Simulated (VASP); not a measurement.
# InSe in VASP: further runs

InSe is run at these levels: PBE+D3(BJ); tasks: single point.

Program: VASP 6.6.1. These are calculated values, not measurements. Logs are shortened: lines on timing, memory, paths and dates and some standing lists are left out, and cuts for length are marked.

## 1. The cell of the first run

The cell holds a slab with vacuum, 4 atoms: a = 4.027 Å, b = 4.027 Å, c = 36.720 Å, α = 90.00°, β = 90.00°, γ = 120.00°.

## 2. Single point, PBE+D3(BJ) (a layer taken out of the bulk)

INCAR

```
PREC = Accurate
ENCUT = 520
EDIFF = 1E-7
ISMEAR = 0
SIGMA = 0.02
LREAL = F
LASPH = T
NELM = 60
ALGO = Normal
ISIF = 2
LWAVE = F
LCHARG = F
LDIPOL = T
IDIPOL = 3
DIPOL = 0.5 0.5 0.500
GGA = PE
IVDW = 12
NBANDS = 27
```

KPOINTS

```
regular mesh
0
Gamma
  9 9 1
```

POSCAR

```
InSe
1.0
    4.0266104108      0.0000000000      0.0000000000
   -2.0133052054      3.4871469069      0.0000000000
    0.0000000000      0.0000000000     36.7199571833
Se In
2 2
Direct
    0.0000000000      0.0000000000      0.4266560330
    0.0000000000      0.0000000000      0.5733162060
    0.6666666667      0.3333333333      0.4619349086
    0.6666666667      0.3333333333      0.5380373877
```

Potentials or basis: VASP PAW PBE potentials, release 64 (Se, In_d).

On the command line:

```
$ cat potpaw_PBE.64/Se/POTCAR potpaw_PBE.64/In_d/POTCAR > POTCAR
$ mpirun -np 1 vasp_std > vasp.out
```

OUTCAR:

```text
PREC = Accurate
   ENCUT = 520
   EDIFF = 1E-7
   ISMEAR = 0
   LREAL = F
   LASPH = T
   NELM = 60
   ISIF = 2
   GGA = PE
   IVDW = 12
 IVDW          = 12

 ion  position               nearest neighbor table
   1  0.000  0.000  0.427-   3 2.66   3 2.66   3 2.66
   2  0.000  0.000  0.573-   4 2.66   4 2.66   4 2.66
   3  0.667  0.333  0.462-   1 2.66   1 2.66   1 2.66   4 2.79
   4  0.667  0.333  0.538-   2 2.66   2 2.66   2 2.66   3 2.79

  LATTYP: Found a hexagonal cell.
 ALAT       =     4.0266104108
 C/A-ratio  =     9.1193220692

  Lattice vectors:

 A1 = (   4.0266104108,   0.0000000000,   0.0000000000)
 A2 = (  -2.0133052054,   3.4871469069,   0.0000000000)
 A3 = (   0.0000000000,   0.0000000000,  36.7199571833)

Analysis of symmetry for initial positions (statically):
=====================================================================
 Subroutine PRICEL returns:
 Original cell was already a primitive cell.

 Routine SETGRP: Setting up the symmetry group for a
 hexagonal supercell.

 Subroutine GETGRP returns: Found 12 space group operations
 (whereof  6 operations were pure point group operations)
 out of a pool of 24 trial point group operations.

The static configuration has the point symmetry C_3v.
 The point group associated with its full space group is D_3h.

Analysis of symmetry for dynamics (positions and initial velocities):
=====================================================================
 Subroutine PRICEL returns:
 Original cell was already a primitive cell.

 Routine SETGRP: Setting up the symmetry group for a
 hexagonal supercell.

 Subroutine GETGRP returns: Found 12 space group operations
 (whereof  6 operations were pure point group operations)
 out of a pool of 24 trial point group operations.

The dynamic configuration has the point symmetry C_3v.
 The point group associated with its full space group is D_3h.

 Subroutine INISYM returns: Found 12 space group operations
 (whereof  6 operations are pure point group operations),
 and found     1 'primitive' translations

----------------------------------------------------------------------------------------

                                     Primitive cell

  volume of cell :     515.5989

  direct lattice vectors                    reciprocal lattice vectors
     4.026610411  0.000000000  0.000000000     0.248347840  0.143383693  0.000000000
    -2.013305205  3.487146907  0.000000000     0.000000000  0.286767385  0.000000000
     0.000000000  0.000000000 36.719957183     0.000000000  0.000000000  0.027233147

  length of vectors
     4.026610411  4.026610411 36.719957183     0.286767385  0.286767385  0.027233147

  position of ions in fractional coordinates (direct lattice)
     0.000000000  0.000000000  0.426656033
     0.000000000  0.000000000  0.573316206
     0.666666667  0.333333333  0.461934909
     0.666666667  0.333333333  0.538037388

  ion indices of the primitive-cell ions
   primitive index   ion index
                 1           1
                 2           2
                 3           3
                 4           4

----------------------------------------------------------------------------------------

 KPOINTS: regular mesh

Automatic generation of k-mesh.
 Grid dimensions read from file:
 generate k-points for:    9    9    1

 Generating k-lattice:

  Cartesian coordinates                     Fractional coordinates (reciprocal lattice)
     0.027594204  0.015931521  0.000000000     0.111111111 -0.000000000  0.000000000
     0.000000000  0.031863043  0.000000000     0.000000000  0.111111111  0.000000000
     0.000000000  0.000000000  0.027233147     0.000000000  0.000000000  1.000000000

  Length of vectors
     0.031863043  0.031863043  0.027233147

  Shift w.r.t. Gamma in fractional coordinates (k-lattice)
     0.000000000  0.000000000  0.000000000

 Subroutine IBZKPT returns following result:
 ===========================================

 Found     12 irreducible k-points:

 Following reciprocal coordinates:
            Coordinates               Weight
  0.000000  0.000000  0.000000      1.000000
  0.111111  0.000000  0.000000      6.000000
  0.222222  0.000000  0.000000      6.000000
  0.333333  0.000000  0.000000      6.000000
  0.444444  0.000000  0.000000      6.000000
  0.111111  0.111111  0.000000      6.000000
  0.222222  0.111111  0.000000     12.000000
  0.333333  0.111111  0.000000     12.000000
  0.444444  0.111111  0.000000      6.000000
  0.222222  0.222222  0.000000      6.000000
  0.333333  0.222222  0.000000     12.000000
  0.333333  0.333333  0.000000      2.000000
   k-points           NKPTS =     12   k-points in BZ     NKDIM =     12   number of bands    NBANDS=     27
   number of dos      NEDOS =    301   number of ions     NIONS =      4
   total plane-waves  NPLWV = 252000
   dimension x,y,z NGX =    30 NGY =   30 NGZ =  280
   dimension x,y,z NGXF=    60 NGYF=   60 NGZF=  560
   ions per type =               2   2
   NGX,Y,Z   is equivalent  to a cutoff of  12.39, 12.39, 12.68 a.u.
   NGXF,Y,Z  is equivalent  to a cutoff of  24.77, 24.77, 25.35 a.u.
 SYSTEM =  unknown system
   PREC   = accura    normal or accurate (medium, high low for compatibility)
   ISTART =      0    job   : 0-new  1-cont  2-samecut
   ICHARG =      2    charge: 1-file 2-atom 10-const
   ISPIN  =      1    spin polarized calculation?
   LNONCOLLINEAR =      F non collinear calculations
   LSORBIT =      F    spin-orbit coupling
   LASPH  =      T    aspherical Exc in radial PAW
   ENCUT  =  520.0 eV  38.22 Ry    6.18 a.u.   7.49  7.49 68.27*2*pi/ulx,y,z
   NELM   =     60;   NELMIN=  2; NELMDL= -5     # of ELM steps
   EDIFF  = 0.1E-06   stopping-criterion for ELM
   LREAL  =      F    real-space projection
   EDIFFG = 0.1E-05   stopping-criterion for IOM
   NSW    =      0    number of steps for IOM
   IBRION =     -1    ionic relax: 0-MD 1-quasi-New 2-CG
   NFREE  =      0    steps in history (QN), initial steepest desc. (CG)
   ISIF   =      2    stress and relaxation
   ISYM   =      2    0-nonsym 1-usesym 2-fastsym
   POTIM  = 0.5000    time-step for ionic-motion
   TEBEG  =    0.0;   TEEND  =   0.0 temperature during run
   PSTRESS=    0.0 pullay stress
   NELECT =      38.0000    total number of electrons
   NUPDOWN=      -1.0000    fix difference up-down
   EMIN   =  10.00;   EMAX   =-10.00  energy-range for DOS
   EFERMI =   0.00;   METHOD = LEGACY
   ISMEAR =     0;   SIGMA  =   0.02  broadening in eV -4-tet -1-fermi 0-gaus
   EFERMI_NEDOS =   21; number of points for ismear=-14 and -15
   IALGO  =     38    algorithm
   IMIX   =      4    mixing-type and parameters
     AMIX     =   0.40;   BMIX     =  1.00
     AMIX_MAG =   1.60;   BMIX_MAG =  1.00
  volume/ion in A,a.u.               =     128.90       869.86
  Fermi-wavevector in a.u.,A,eV,Ry     =   0.686381  1.297072  6.409964  0.471119
  Thomas-Fermi vector in A             =   1.766593
   LORBIT       =      0    0 simple, 1 ext, 2 COOP (PROOUT), +10 PAW based schemes
   GGA     = PE    functional components
   LHFCALC =     F    Hartree Fock is set to
   AEXX    =    0.0000 exact exchange contribution
   IVDW    =    12    specifies the selected vdW correction
   LEPSILON=     F    determine dielectric tensor
   LRPA    =     F    only Hartree local field effects (RPA)
 non-spin polarized calculation
 Gauss-broadening in eV      SIGMA  =   0.02
  energy-cutoff  :      520.00
  volume of cell :      515.60
 maximum number of plane-waves:     13981
 NGX is ok and might be reduce to    30
   NGX = 15   NGY = 15   NGZ =137

 dipolmoment           0.000000      0.000000      0.000000 electrons x Angstroem

 number of electron      38.0000001 magnetization

 dipolmoment           0.000000      0.000000     -0.000013 electrons x Angstroem

 Free energy of the ion-electron system (eV)
  ---------------------------------------------------
  ext. energy  EPLUGINS =         0.00000000
  ---------------------------------------------------
  free energy    TOTEN  =       -14.20340263 eV

  energy without entropy =      -14.20340263  energy(sigma->0) =      -14.20340263

 E-fermi :  -3.7425     XC(G=0):  -2.3156

 val. band max:       -3.8831283965   @ k =   0.1111   0.1111   0.0000
 cond. band min:      -2.2600617731   @ k =   0.0000   0.0000   0.0000
 fundamental gap:      1.6230666234
 Fermi energy:        -3.7425134713

 k-point     1 :       0.0000    0.0000    0.0000
  band No.  band energies     occupation
      1     -17.8897      2.00000
      2     -17.7065      2.00000
      3     -17.7065      2.00000
      4     -17.6241      2.00000
      5     -17.6241      2.00000
      6     -17.6167      2.00000
[... 19 lines left out ...]
     26       2.1621      0.00000
     27       2.3277      0.00000

 k-point     2 :       0.1111    0.0000    0.0000
  band No.  band energies     occupation
      1     -17.8891      2.00000
      2     -17.7460      2.00000
      3     -17.7047      2.00000
      4     -17.6683      2.00000
      5     -17.6199      2.00000
      6     -17.6157      2.00000
[... 19 lines left out ...]
     26       2.0975      0.00000
     27       2.3141      0.00000

 k-point     3 :       0.2222    0.0000    0.0000
  band No.  band energies     occupation
      1     -17.9013      2.00000
      2     -17.8140      2.00000
      3     -17.7604      2.00000
      4     -17.7026      2.00000
      5     -17.6278      2.00000
      6     -17.5943      2.00000
[... 19 lines left out ...]
     26       2.2676      0.00000
     27       2.7605      0.00000

 k-point     4 :       0.3333    0.0000    0.0000
  band No.  band energies     occupation
      1     -17.9529      2.00000
      2     -17.8429      2.00000
      3     -17.8342      2.00000
      4     -17.7030      2.00000
      5     -17.6366      2.00000
      6     -17.5702      2.00000
[... 19 lines left out ...]
     26       2.7785      0.00000
     27       3.5078      0.00000

 k-point     5 :       0.4444    0.0000    0.0000
  band No.  band energies     occupation
      1     -17.9937      2.00000
      2     -17.8888      2.00000
      3     -17.8333      2.00000
      4     -17.7042      2.00000
      5     -17.6423      2.00000
      6     -17.5547      2.00000
[... 19 lines left out ...]
     26       3.6515      0.00000
     27       3.6532      0.00000

 k-point     6 :       0.1111    0.1111    0.0000
  band No.  band energies     occupation
      1     -17.8939      2.00000
      2     -17.7983      2.00000
      3     -17.7340      2.00000
      4     -17.7039      2.00000
      5     -17.6239      2.00000
      6     -17.6021      2.00000
[... 19 lines left out ...]
     26       2.1997      0.00000
     27       2.4244      0.00000

 k-point     7 :       0.2222    0.1111    0.0000
  band No.  band energies     occupation
      1     -17.9297      2.00000
      2     -17.8323      2.00000
      3     -17.8152      2.00000
      4     -17.7058      2.00000
      5     -17.6298      2.00000
      6     -17.5820      2.00000
[... 19 lines left out ...]
     26       2.7516      0.00000
     27       3.0360      0.00000

 k-point     8 :       0.3333    0.1111    0.0000
  band No.  band energies     occupation
      1     -17.9785      2.00000
      2     -17.8746      2.00000
      3     -17.8342      2.00000
      4     -17.7091      2.00000
      5     -17.6350      2.00000
      6     -17.5645      2.00000
[... 19 lines left out ...]
     26       3.3476      0.00000
     27       3.4408      0.00000

 k-point     9 :       0.4444    0.1111    0.0000
  band No.  band energies     occupation
      1     -17.9980      2.00000
      2     -17.8958      2.00000
      3     -17.8328      2.00000
      4     -17.7106      2.00000
      5     -17.6371      2.00000
      6     -17.5577      2.00000
[... 19 lines left out ...]
     26       3.5223      0.00000
     27       4.1565      0.00000

 k-point    10 :       0.2222    0.2222    0.0000
  band No.  band energies     occupation
      1     -17.9687      2.00000
      2     -17.8664      2.00000
      3     -17.8350      2.00000
      4     -17.7142      2.00000
      5     -17.6273      2.00000
      6     -17.5744      2.00000
[... 19 lines left out ...]
     26       3.4081      0.00000
     27       3.6486      0.00000

 k-point    11 :       0.3333    0.2222    0.0000
  band No.  band energies     occupation
      1     -17.9936      2.00000
      2     -17.8957      2.00000
      3     -17.8328      2.00000
      4     -17.7207      2.00000
      5     -17.6243      2.00000
      6     -17.5712      2.00000
[... 19 lines left out ...]
     26       3.8355      0.00000
     27       3.8497      0.00000

 k-point    12 :       0.3333    0.3333    0.0000
  band No.  band energies     occupation
      1     -17.9981      2.00000
      2     -17.9029      2.00000
      3     -17.8320      2.00000
      4     -17.7263      2.00000
      5     -17.6156      2.00000
      6     -17.5790      2.00000
[... 19 lines left out ...]
     26       3.7638      0.00000
     27       4.1513      0.00000

------------------------ aborting loop because EDIFF is reached ----------------------------------------

 vacuum level on the upper side and lower side of the slab       (xc-potential included)        -0.007        -0.006

 Edisp (eV)   -0.88599

 E8    (eV) :    -0.4274

  FORCE on cell =-STRESS in cart. coord.  units (eV):
  Direction    XX          YY          ZZ          XY          YZ          ZX
  --------------------------------------------------------------------------------------
  -------------------------------------------------------------------------------------
  Total       0.02518     0.02518     0.01889     0.00000     0.00000     0.00000
  in kB       0.07826     0.07826     0.05871     0.00000     0.00000     0.00000
  external pressure =        0.07 kB  Pullay stress =        0.00 kB

 VOLUME and BASIS-vectors are now :
 -----------------------------------------------------------------------------
  energy-cutoff  :      520.00
  volume of cell :      515.60
      direct lattice vectors                 reciprocal lattice vectors
     4.026610411  0.000000000  0.000000000     0.248347840  0.143383693  0.000000000
    -2.013305205  3.487146907  0.000000000     0.000000000  0.286767385  0.000000000
     0.000000000  0.000000000 36.719957183     0.000000000  0.000000000  0.027233147

 POSITION                                       TOTAL-FORCE (eV/Angst)
 -----------------------------------------------------------------------------------
      0.00000      0.00000     15.66679         0.000000     -0.000000     -0.014842
      0.00000      0.00000     21.05215         0.000000     -0.000000      0.014842
      2.01331      1.16238     16.96223        -0.000000      0.000000      0.012855
      2.01331      1.16238     19.75671        -0.000000      0.000000     -0.012855
 -----------------------------------------------------------------------------------
    total drift:                               -0.000000      0.000000     -0.001575

  FREE ENERGIE OF THE ION-ELECTRON SYSTEM (eV)
  ---------------------------------------------------
  free  energy   TOTEN  =       -15.0893877617 eV

  energy  without entropy=      -15.0893877617  energy(sigma->0) =      -15.08938776

 vacuum level on the upper side and lower side of the slab         2.104         2.104
```

Run time: 7.2 min. Hardware: 1 thread of Intel Xeon Platinum 8488C (Sapphire Rapids), shared host; peak memory 0.63 GiB.

Results:

```
Free energy                : -15.0894 eV
Largest force              : 0.015 eV/Å
Band gap on the k mesh     : 1.62 eV (least direct gap 1.69 eV)
Dispersion energy per atom : -0.221 eV
```

Forces on the atoms (eV/Å):
```
Se   0.000  0.000 -0.015
Se   0.000  0.000  0.015
In   0.000  0.000  0.013
In   0.000  0.000 -0.013
```

Caveat: the cell differs from its parent crystal (a layer taken out of the bulk); spin-orbit coupling is left out, which moves the levels of the heavy elements.

(Continued in part 2 of 2.)
